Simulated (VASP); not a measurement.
Here is a VASP 6.6.1 calculation.

File POSCAR:

```
Bi
1.0
    0.0000000000      2.5399795752      2.5399795752
    2.5399795752      0.0000000000      2.5399795752
    2.5399795752      2.5399795752      0.0000000000
Bi
1
Direct
    0.0000000000      0.0000000000      0.0000000000
```

The input INCAR.step1:

```
PREC = Accurate ; ENCUT = 520
EDIFF = 1E-6 ; ISMEAR = 0
SIGMA = 0.05 ; LREAL = False
LASPH = True ; NELM = 150
ALGO = Normal ; ISIF = 2
LWAVE = False ; LCHARG = True
MAGMOM = 0 0 0 ; LSORBIT = True
GGA_COMPAT = False ; LORBMOM = True
GGA = PE ; NBANDS = 26
```

Contents of KPOINTS.step1:

```
Automatic mesh
0
Gamma
  14 14 14
```

File INCAR.step2:

```
PREC = Accurate ; ENCUT = 520
EDIFF = 1E-6 ; ISMEAR = -5
SIGMA = 0.05 ; LREAL = False
LASPH = True ; NELM = 150
ALGO = Normal ; ISIF = 2
LWAVE = False ; LCHARG = False
MAGMOM = 0 0 0 ; LORBIT = 11
LSORBIT = True ; GGA_COMPAT = False
LORBMOM = True ; GGA = PE
NBANDS = 26 ; NEDOS = 1001
ICHARG = 11
```

Contents of KPOINTS.step2:

```
Automatic mesh
0
Gamma
  21 21 21
```

Potentials or basis: VASP PAW PBE potentials, release 64 (Bi_d).

Launch:

```console
$ cat potpaw_PBE.64/Bi_d/POTCAR > POTCAR
$ cp INCAR.step1 INCAR
$ cp KPOINTS.step1 KPOINTS
$ mpirun -np 1 vasp_ncl > vasp.out
$ cp INCAR.step2 INCAR
$ cp KPOINTS.step2 KPOINTS
$ mpirun -np 1 vasp_ncl > vasp.out
```

(1) Predict the net moment.

Answers

(1) 0.00 μB per cell.
